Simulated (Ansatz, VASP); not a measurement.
SnTe in VASP and in Ansatz

File INCAR:

```
ALGO = Normal
EDIFF = 1E-7
ENCUT = 520
GGA = PE
GGA_COMPAT = F
ISIF = 2
ISMEAR = -1
LASPH = T
LCHARG = F
LORBIT = 11
LORBMOM = T
LREAL = F
LSORBIT = T
LWAVE = F
MAGMOM = 0 0 0 0 0 0
NBANDS = 32
NELM = 150
PREC = Accurate
SIGMA = 0.05
```

KPOINTS

```
k-points
0
Gamma
  7 7 7
```

POSCAR

```
SnTe
1.0
    0.0000000000      3.1923133075      3.1923133075
    3.1923133075      0.0000000000      3.1923133075
    3.1923133075      3.1923133075      0.0000000000
Te Sn
1 1
Direct
    0.5000000000      0.5000000000      0.5000000000
    0.0000000000      0.0000000000      0.0000000000
```

input.yaml

```yaml
crystal:
  lattice:
    - [0.0, 3.1923133075, 3.1923133075]
    - [3.1923133075, 0.0, 3.1923133075]
    - [3.1923133075, 3.1923133075, 0.0]
  atoms:
    - { symbol: Te, position: [0.5, 0.5, 0.5] }
    - { symbol: Sn, position: [0.0, 0.0, 0.0] }
hamiltonian:
  xc: pbe
  pseudopotentials: { kind: paw_fr }
magnetization:
  noncollinear: true
  spin_orbit: true
kpoints:
  mp_grid: { grid: [7, 7, 7] }
scf:
  occupations: { method: fermi_dirac, width: 0.05 }
output:
  forces: true
  stress: true
  eigenvalues: true
```

Alike in both runs: task single point; functional PBE; k mesh 7 × 7 × 7; occupations fermi-dirac, width 0.05 eV; non-collinear spin, spin-orbit coupling.

```csv
,VASP,Ansatz
version,VASP 6.6.1,Ansatz 0.2.0
potentials or method,"VASP PAW PBE potentials, release 64 (Te, Sn_d)",Ansatz PAW
plane-wave cutoff (eV),520,420
valence electrons in the cell,20,30
```

|  | VASP | Ansatz | Ansatz less VASP |
| --- | --- | --- | --- |
| pressure (GPa) | 0.4 | 0.4 | +0.01 |
| net moment per atom (μB) | 0.00 | 0.00 | 0.000 |

VASP's potentials hold 20 valence electrons a cell and Ansatz's 30, so a difference there can come from the potentials and not from the codes.
